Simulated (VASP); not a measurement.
NaI:

```
Na I
1.0
     0.00000    3.39898    3.39898
     3.39898    0.00000    3.39898
     3.39898    3.39898    0.00000
Na I
1 1
Direct
  0.00000 0.00000 0.00000
  0.25000 0.25000 0.25000
```

This cell differs from its parent crystal: strain -4.1%.

Program: VASP 6.6.1. Alike in all runs: task single point; potentials or basis VASP PAW PBE potentials, release 64 (Na_pv, I); no spin polarisation; cell as given; cutoff (eV) 520. Hardware: 1 thread of Intel(R) Xeon(R) Platinum 8488C (Sapphire Rapids) (shared host).

Task: Order these runs on this cell by their wall time, lowest first.
A. level r2SCAN; k mesh 6 × 6 × 6; smearing gaussian 0.01 eV
B. level PBE; k mesh 6 × 6 × 6; smearing fermi-dirac 0.02 eV
C. level HSE06; k mesh 4 × 4 × 4; smearing gaussian 0.01 eV; grid for exact exchange (PRECFOCK) Normal; screening parameter 0.2079 1/Å

Result: B (13 s), A (47 s), C (300 s).
